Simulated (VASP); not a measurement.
# Co (Fd-3m) in VASP: a series of runs

Runs on Co. Level: revPBE. Tasks: single point.

Everything below comes from runs of VASP 6.6.1. Logs are shortened: lines on timing, memory, paths and dates and some standing lists are left out, and cuts for length are marked.

## 1. The cell of the first run

Symmetry: Fd-3m, No. 227, cubic system. The conventional cell has a = 5.121 Å, b = 5.121 Å, c = 5.121 Å, α = 90.00°, β = 90.00°, γ = 90.00°. Co (site symmetry -43m) has 4 Co at 2.22 Å within 2.9 Å.

This isn't the form of Co at room conditions, which is hcp.

## 2. Single point, revPBE, collinear spin, ferromagnetic start

INCAR

```
PREC = Accurate
ENCUT = 520
EDIFF = 1E-6
ISMEAR = -1
SIGMA = 0.05
LREAL = F
LASPH = T
NELM = 150
ALGO = Normal
ISIF = 2
LWAVE = F
LCHARG = F
ISPIN = 2
MAGMOM = 1.7 1.7
LORBIT = 11
LMAXMIX = 4
GGA = RE
NBANDS = 20
```

KPOINTS

```
Automatic mesh
0
Gamma
  11 11 11
```

POSCAR

```
Co
1.0
    0.0000000000      2.5605652461      2.5605652461
    2.5605652461      0.0000000000      2.5605652461
    2.5605652461      2.5605652461      0.0000000000
Co
2
Direct
    0.1250000000      0.1250000000      0.1250000000
    0.8750000000      0.8750000000      0.8750000000
```

Potentials or basis: VASP PAW PBE potentials, release 64 (Co).

Started as:

```console
cat potpaw_PBE.64/Co/POTCAR > POTCAR
mpirun -np 1 vasp_std > vasp.out
```

OUTCAR:

```text
PREC = Accurate
   ENCUT = 520
   EDIFF = 1E-6
   ISMEAR = -1
   LREAL = F
   LASPH = T
   NELM = 150
   ISIF = 2
   ISPIN = 2
   LORBIT = 11
   GGA = RE

 ion  position               nearest neighbor table
   1  0.125  0.125  0.125-   2 2.22   2 2.22   2 2.22   2 2.22
   2  0.875  0.875  0.875-   1 2.22   1 2.22   1 2.22   1 2.22

  LATTYP: Found a face centered cubic cell.
 ALAT       =     5.1211304922

  Lattice vectors:

 A1 = (   0.0000000000,   2.5605652461,   2.5605652461)
 A2 = (   2.5605652461,   0.0000000000,   2.5605652461)
 A3 = (   2.5605652461,   2.5605652461,   0.0000000000)

Analysis of symmetry for initial positions (statically):
=====================================================================
 Subroutine PRICEL returns:
 Original cell was already a primitive cell.

 Routine SETGRP: Setting up the symmetry group for a
 face centered cubic supercell.

 Subroutine GETGRP returns: Found 48 space group operations
 (whereof 12 operations were pure point group operations)
 out of a pool of 48 trial point group operations.

The static configuration has the point symmetry D_3d.
 The point group associated with its full space group is O_h .

Analysis of symmetry for dynamics (positions and initial velocities):
=====================================================================
 Subroutine PRICEL returns:
 Original cell was already a primitive cell.

 Routine SETGRP: Setting up the symmetry group for a
 face centered cubic supercell.

 Subroutine GETGRP returns: Found 48 space group operations
 (whereof 12 operations were pure point group operations)
 out of a pool of 48 trial point group operations.

The dynamic configuration has the point symmetry D_3d.
 The point group associated with its full space group is O_h .

Analysis of structural, dynamic, and magnetic symmetry:
=====================================================================
 Subroutine PRICEL returns:
 Original cell was already a primitive cell.

 Routine SETGRP: Setting up the symmetry group for a
 face centered cubic supercell.

 Subroutine GETGRP returns: Found 48 space group operations
 (whereof 12 operations were pure point group operations)
 out of a pool of 48 trial point group operations.

The overall configuration has the point symmetry D_3d.
 The point group associated with its full space group is O_h .

 Subroutine INISYM returns: Found 48 space group operations
 (whereof 12 operations are pure point group operations),
 and found     1 'primitive' translations

----------------------------------------------------------------------------------------

                                     Primitive cell

  volume of cell :      33.5767

  direct lattice vectors                    reciprocal lattice vectors
     0.000000000  2.560565246  2.560565246    -0.195269385  0.195269385  0.195269385
     2.560565246  0.000000000  2.560565246     0.195269385 -0.195269385  0.195269385
     2.560565246  2.560565246  0.000000000     0.195269385  0.195269385 -0.195269385

  length of vectors
     3.621186098  3.621186098  3.621186098     0.338216495  0.338216495  0.338216495

  position of ions in fractional coordinates (direct lattice)
     0.125000000  0.125000000  0.125000000
     0.875000000  0.875000000  0.875000000

  ion indices of the primitive-cell ions
   primitive index   ion index
                 1           1
                 2           2

----------------------------------------------------------------------------------------

 KPOINTS: Automatic mesh

Automatic generation of k-mesh.
 Grid dimensions read from file:
 generate k-points for:   11   11   11

 Generating k-lattice:

  Cartesian coordinates                     Fractional coordinates (reciprocal lattice)
    -0.017751762  0.017751762  0.017751762     0.090909091  0.000000000  0.000000000
     0.017751762 -0.017751762  0.017751762     0.000000000  0.090909091  0.000000000
     0.017751762  0.017751762 -0.017751762     0.000000000  0.000000000  0.090909091

  Length of vectors
     0.030746954  0.030746954  0.030746954

  Shift w.r.t. Gamma in fractional coordinates (k-lattice)
     0.000000000  0.000000000  0.000000000

 Subroutine IBZKPT returns following result:
 ===========================================

 Found     56 irreducible k-points:

 Following reciprocal coordinates:
            Coordinates               Weight
  0.000000  0.000000  0.000000      1.000000
  0.090909  0.000000  0.000000      8.000000
  0.181818  0.000000  0.000000      8.000000
  0.272727  0.000000  0.000000      8.000000
  0.363636  0.000000  0.000000      8.000000
  0.454545  0.000000  0.000000      8.000000
[... 16 lines left out ...]
 -0.272727  0.181818  0.000000     24.000000
 -0.181818  0.181818  0.000000     12.000000
 [... further k-points ...]
   k-points           NKPTS =     56   k-points in BZ     NKDIM =     56   number of bands    NBANDS=     20
   number of dos      NEDOS =    301   number of ions     NIONS =      2
   total plane-waves  NPLWV =  21952
   dimension x,y,z NGX =    28 NGY =   28 NGZ =   28
   dimension x,y,z NGXF=    56 NGYF=   56 NGZF=   56
   ions per type =               2
   NGX,Y,Z   is equivalent  to a cutoff of  12.85, 12.85, 12.85 a.u.
   NGXF,Y,Z  is equivalent  to a cutoff of  25.71, 25.71, 25.71 a.u.
 SYSTEM =  unknown system
   PREC   = accura    normal or accurate (medium, high low for compatibility)
   ISTART =      0    job   : 0-new  1-cont  2-samecut
   ICHARG =      2    charge: 1-file 2-atom 10-const
   ISPIN  =      2    spin polarized calculation?
   LNONCOLLINEAR =      F non collinear calculations
   LSORBIT =      F    spin-orbit coupling
   LASPH  =      T    aspherical Exc in radial PAW
   ENCUT  =  520.0 eV  38.22 Ry    6.18 a.u.   6.73  6.73  6.73*2*pi/ulx,y,z
   NELM   =    150;   NELMIN=  2; NELMDL= -5     # of ELM steps
   EDIFF  = 0.1E-05   stopping-criterion for ELM
   LREAL  =      F    real-space projection
   EDIFFG = 0.1E-04   stopping-criterion for IOM
   NSW    =      0    number of steps for IOM
   IBRION =     -1    ionic relax: 0-MD 1-quasi-New 2-CG
   NFREE  =      0    steps in history (QN), initial steepest desc. (CG)
   ISIF   =      2    stress and relaxation
   ISYM   =      2    0-nonsym 1-usesym 2-fastsym
   POTIM  = 0.5000    time-step for ionic-motion
   TEBEG  =    0.0;   TEEND  =   0.0 temperature during run
   PSTRESS=    0.0 pullay stress
   NELECT =      18.0000    total number of electrons
   NUPDOWN=      -1.0000    fix difference up-down
   EMIN   =  10.00;   EMAX   =-10.00  energy-range for DOS
   EFERMI =   0.00;   METHOD = LEGACY
   ISMEAR =    -1;   SIGMA  =   0.05  broadening in eV -4-tet -1-fermi 0-gaus
   EFERMI_NEDOS =   21; number of points for ismear=-14 and -15
   IALGO  =     38    algorithm
   IMIX   =      4    mixing-type and parameters
     AMIX     =   0.40;   BMIX     =  1.00
     AMIX_MAG =   1.60;   BMIX_MAG =  1.00
  volume/ion in A,a.u.               =      16.79       113.29
  Fermi-wavevector in a.u.,A,eV,Ry     =   1.329903  2.513151 24.063819  1.768641
  Thomas-Fermi vector in A             =   2.459030
   LORBIT       =     11    0 simple, 1 ext, 2 COOP (PROOUT), +10 PAW based schemes
   GGA     = RE    functional components
   LHFCALC =     F    Hartree Fock is set to
   AEXX    =    0.0000 exact exchange contribution
   IVDW    =     0    specifies the selected vdW correction
   LEPSILON=     F    determine dielectric tensor
   LRPA    =     F    only Hartree local field effects (RPA)
 spin polarized calculation
  energy-cutoff  :      520.00
  volume of cell :       33.58
 maximum number of plane-waves:       918
   NGX = 13   NGY = 13   NGZ = 13

 number of electron      17.9999987 magnetization       3.4735072

 Free energy of the ion-electron system (eV)
  ---------------------------------------------------
  ext. energy  EPLUGINS =         0.00000000
  ---------------------------------------------------
  free energy    TOTEN  =       -10.78570360 eV

  energy without entropy =      -10.76838607  energy(sigma->0) =      -10.77704484

 E-fermi :   5.1753     XC(G=0): -10.6360

 val. band max:        5.1521978776   @ k =  -0.0909   0.0909   0.0000
 cond. band min:       5.1863413083   @ k =  -0.4545   0.3636   0.0909
 fundamental gap:      0.0341434307
 Fermi energy:         5.1753023351

 spin component 1

 k-point     1 :       0.0000    0.0000    0.0000
  band No.  band energies     occupation
      1      -1.1404      1.00000
      2       1.8416      1.00000
      3       1.8416      1.00000
      4       2.0474      1.00000
      5       2.0474      1.00000
      6       2.0474      1.00000
[... 12 lines left out ...]
     19      20.0050      0.00000
     20      21.9864      0.00000

 k-point     2 :       0.0909    0.0000    0.0000
  band No.  band energies     occupation
      1      -0.9926      1.00000
      2       1.7904      1.00000
      3       1.7904      1.00000
      4       2.0537      1.00000
      5       2.1285      1.00000
      6       2.1285      1.00000
[... 12 lines left out ...]
     19      21.0944      0.00000
     20      21.3189      0.00000

 k-point     3 :       0.1818    0.0000    0.0000
  band No.  band energies     occupation
      1      -0.5614      1.00000
      2       1.7412      1.00000
      3       1.7412      1.00000
      4       2.0792      1.00000
      5       2.2440      1.00000
      6       2.2440      1.00000
[... 12 lines left out ...]
     19      20.8460      0.00000
     20      20.8460      0.00000

 k-point     4 :       0.2727    0.0000    0.0000
  band No.  band energies     occupation
      1       0.1043      1.00000
      2       1.7489      1.00000
      3       1.7489      1.00000
      4       2.1323      1.00000
      5       2.2845      1.00000
      6       2.2845      1.00000
[... 429 lines left out ...]
 k-point    23 :      -0.2727    0.1818    0.0000
  band No.  band energies     occupation
      1       0.9785      1.00000
      2       1.6545      1.00000
      3       1.9347      1.00000
      4       1.9989      1.00000
      5       2.2426      1.00000
      6       2.5885      1.00000
[... 12 lines left out ...]
     19      21.9859      0.00000
     20      24.0024      0.00000

 k-point    24 :      -0.1818    0.1818    0.0000
  band No.  band energies     occupation
      1       0.3213      1.00000
      2       1.6102      1.00000
      3       1.9128      1.00000
      4       2.0202      1.00000
      5       2.2277      1.00000
      6       2.5286      1.00000
[... 12 lines left out ...]
     19      20.5880      0.00000
     20      23.8270      0.00000

 [... further k-points ...]

 spin component 2

 k-point     1 :       0.0000    0.0000    0.0000
  band No.  band energies     occupation
      1      -1.0835      1.00000
      2       3.5190      1.00000
      3       3.5190      1.00000
      4       3.5190      1.00000
      5       3.5683      1.00000
      6       3.5683      1.00000
[... 12 lines left out ...]
     19      19.9126      0.00000
     20      21.9459      0.00000

 k-point     2 :       0.0909    0.0000    0.0000
  band No.  band energies     occupation
      1      -0.9345      1.00000
      2       3.4021      1.00000
      3       3.4021      1.00000
      4       3.5257      1.00000
      5       3.7205      1.00000
      6       3.7205      1.00000
[... 12 lines left out ...]
     19      21.2130      0.00000
     20      21.3456      0.00000

 k-point     3 :       0.1818    0.0000    0.0000
  band No.  band energies     occupation
      1      -0.4959      1.00000
      2       3.3276      1.00000
      3       3.3276      1.00000
      4       3.5537      1.00000
      5       3.8711      1.00000
      6       3.8711      1.00000
[... 12 lines left out ...]
     19      20.9273      0.00000
     20      20.9273      0.00000

 k-point     4 :       0.2727    0.0000    0.0000
  band No.  band energies     occupation
      1       0.2009      1.00000
      2       3.3267      1.00000
      3       3.3267      1.00000
      4       3.6168      1.00000
      5       3.9203      1.00000
      6       3.9203      1.00000
[... 429 lines left out ...]
 k-point    23 :      -0.2727    0.1818    0.0000
  band No.  band energies     occupation
      1       1.2210      1.00000
      2       3.2183      1.00000
      3       3.4131      1.00000
      4       3.5231      1.00000
      5       3.7713      1.00000
      6       4.2527      1.00000
[... 12 lines left out ...]
     19      22.2758      0.00000
     20      24.2044      0.00000

 k-point    24 :      -0.1818    0.1818    0.0000
  band No.  band energies     occupation
      1       0.4320      1.00000
      2       3.1722      1.00000
      3       3.4497      1.00000
      4       3.5453      1.00000
      5       3.8268      1.00000
      6       4.1838      1.00000
[... 12 lines left out ...]
     19      21.0733      0.00000
     20      23.9480      0.00000

 [... further k-points ...]
[... 5 lines left out ...]
  --------------------------------------------------------------------------------------
  -------------------------------------------------------------------------------------
  Total       -0.0997670     -0.0997670     -0.0997670      0.0000000      0.0000000      0.0000000
  in kB       -4.7605787     -4.7605787     -4.7605787      0.0000000      0.0000000      0.0000000
  external PRESSURE =      -4.7605787 kB  Pullay stress =       0.0000000 kB

 VOLUME and BASIS-vectors are now :
 -----------------------------------------------------------------------------
  energy-cutoff  :      520.00
  volume of cell :       33.58
      direct lattice vectors                 reciprocal lattice vectors
     0.000000000  2.560565246  2.560565246    -0.195269385  0.195269385  0.195269385
     2.560565246  0.000000000  2.560565246     0.195269385 -0.195269385  0.195269385
     2.560565246  2.560565246  0.000000000     0.195269385  0.195269385 -0.195269385

 POSITION                                       TOTAL-FORCE (eV/Angst)
 -----------------------------------------------------------------------------------
      0.64014      0.64014      0.64014         0.000000      0.000000      0.000000
      4.48099      4.48099      4.48099        -0.000000     -0.000000     -0.000000
 -----------------------------------------------------------------------------------
    total drift:                                0.000000      0.000000     -0.000000

  FREE ENERGIE OF THE ION-ELECTRON SYSTEM (eV)
  ---------------------------------------------------
  free  energy   TOTEN  =       -10.7857036044 eV

  energy  without entropy=      -10.7683860723  energy(sigma->0) =      -10.77704484

 total charge

# of ion       s       p       d       tot
------------------------------------------
    1        0.525   0.334   7.299   8.158
    2        0.525   0.334   7.299   8.158
--------------------------------------------------
tot          1.050   0.668  14.598  16.316

 magnetization (x)

# of ion       s       p       d       tot
------------------------------------------
    1       -0.030  -0.017   1.786   1.739
    2       -0.030  -0.017   1.786   1.739
--------------------------------------------------
tot         -0.060  -0.034   3.571   3.477
```

It took 1.8 min on 1 thread of Intel Xeon 8259CL, shared host; peak memory 0.2 GiB.

What came out:

```yaml
Free_energy: -10.7857 eV
Pressure: -0.5 GPa
Net_moment: 3.47 μB per cell
Site_moments: Co +1.74 μB
Valence_electrons_inside_the_program's_atomic_spheres: Co 8.16
```

Caveat: the PAW data sets were made with another functional, which shifts forces and pressure a little.

## 3. Single point, revPBE, collinear spin, ferromagnetic start (14.77 Å³/atom)

This run uses another cell than the first one, of 14.77 Å³/atom.

INCAR

```
SYSTEM = Co
ALGO = Normal
EDIFF = 1E-7
ENCUT = 520
GGA = RE
ISIF = 2
ISMEAR = -1
ISPIN = 2
LASPH = .TRUE.
LCHARG = .FALSE.
LMAXMIX = 4
LORBIT = 11
LREAL = .FALSE.
LWAVE = .FALSE.
MAGMOM = 1.777 1.777
NBANDS = 20
NELM = 150
PREC = Accurate
SIGMA = 0.05
```

KPOINTS

```
k-points
0
G
  12 12 12
  0 0 0
```

POSCAR

```
Co
1.0
    0.0000000000      2.4537486331      2.4537486331
    2.4537486331      0.0000000000      2.4537486331
    2.4537486331      2.4537486331      0.0000000000
Co
2
Direct
    0.1250000000      0.1250000000      0.1250000000
    0.8750000000      0.8750000000      0.8750000000
```

Potentials or basis: VASP PAW PBE potentials, release 64 (Co).

Started as:

```console
cat potpaw_PBE.64/Co/POTCAR > POTCAR
mpirun -np 1 vasp_std > vasp.out
```

Wall time 2.7 min (1 thread of Intel Xeon 8259CL, shared host); peak memory 0.21 GiB.

The run converged. Its results:

```
Free energy                                           : -10.6039 eV
Pressure                                              : 7.8 GPa
Net moment                                            : 2.07 μB per cell
Site moments                                          : Co +1.02 μB
Valence electrons inside the program's atomic spheres : Co 8.35
```

Levels at points of the mesh, in eV from the Fermi level:
Spin up:
```
           k point  band 7  band 8  band 9  band 10  band 11  band 12  band 13  band 14
(0.00, 0.00, 0.00)   -1.35   -1.35   -1.35    -0.11    -0.11    13.38    13.38    13.38
(0.50, 0.00, 0.00)   -1.43   -0.94   -0.94    -0.27    -0.27     1.25     9.84     9.84
(0.50, 0.50, 0.00)   -1.68   -1.68   -0.10    -0.10     1.71     1.71     5.02     5.02
```
Spin down:
| k point | band 4 | band 5 | band 6 | band 7 | band 8 | band 9 | band 10 | band 11 | band 12 | band 13 |
| --- | --- | --- | --- | --- | --- | --- | --- | --- | --- | --- |
| (0.00, 0.00, 0.00) | -2.22 | -2.22 | -2.22 | -0.33 | -0.33 | -0.33 | 1.13 | 1.13 | 13.64 | 13.64 |
| (0.50, 0.00, 0.00) | -2.24 | -2.20 | -2.20 | -1.27 | 0.18 | 0.18 | 0.89 | 0.89 | 2.16 | 10.08 |
| (0.50, 0.50, 0.00) | -2.12 | -1.54 | -1.54 | -0.57 | -0.57 | 1.06 | 1.06 | 2.45 | 2.45 | 5.09 |

Caveat: the cell stands under pressure; the PAW data sets were made with another functional, which shifts forces and pressure a little.

## 4. Single point, revPBE, collinear spin, ferromagnetic start (15.45 Å³/atom)

This run uses another cell than the first one, of 15.45 Å³/atom.

INCAR

```
SYSTEM = Co
ALGO = Normal ; EDIFF = 1E-6
ENCUT = 520 ; GGA = RE
ISIF = 2 ; ISMEAR = -1
ISPIN = 2 ; LASPH = .TRUE.
LCHARG = .FALSE. ; LMAXMIX = 4
LORBIT = 11 ; LREAL = .FALSE.
LWAVE = .FALSE. ; MAGMOM = 1.777 1.777
NBANDS = 20 ; NELM = 150
PREC = Accurate ; SIGMA = 0.05
```

KPOINTS is that of step 3.

POSCAR

```
Co
1.0
    0.0000000000      2.4903771472      2.4903771472
    2.4903771472      0.0000000000      2.4903771472
    2.4903771472      2.4903771472      0.0000000000
Co
2
Direct
    0.1250000000      0.1250000000      0.1250000000
    0.8750000000      0.8750000000      0.8750000000
```

Started as:

```console
cat potpaw_PBE.64/Co/POTCAR > POTCAR
mpirun -np 1 vasp_std > vasp.out
```

Wall time 2.7 min (1 thread of Intel Xeon 8259CL, shared host); peak memory 0.21 GiB.

The run converged. Its results:

* Free energy: -10.7265 eV
* Pressure: 8.6 GPa
* Net moment: 3.41 μB per cell
* Site moments: Co +1.69 μB
* Valence electrons inside the program's atomic spheres: Co 8.28

Levels at points of the mesh, in eV from the Fermi level:
Spin up:
```csv
k point,band 9,band 10,band 11,band 12,band 13,band 14
"(0.00, 0.00, 0.00)",-1.60,-0.57,-0.57,12.80,12.80,12.80
"(0.50, 0.00, 0.00)",-1.32,-0.63,-0.63,0.88,9.36,9.36
"(0.50, 0.50, 0.00)",-0.46,-0.46,1.38,1.38,4.82,4.82
```
Spin down:
| k point | band 4 | band 5 | band 6 | band 7 | band 8 | band 9 | band 10 | band 11 |
| --- | --- | --- | --- | --- | --- | --- | --- | --- |
| (0.00, 0.00, 0.00) | -1.83 | -1.83 | -1.83 | 0.02 | 0.02 | 0.02 | 1.55 | 1.55 |
| (0.50, 0.00, 0.00) | -1.77 | -1.75 | -1.75 | -1.15 | 0.60 | 0.60 | 1.23 | 1.23 |
| (0.50, 0.50, 0.00) | -1.69 | -1.37 | -1.37 | -0.10 | -0.10 | 1.38 | 1.38 | 2.63 |

Caveat: the cell stands under pressure; the PAW data sets were made with another functional, which shifts forces and pressure a little.

(Continued in part 2 of 2.)
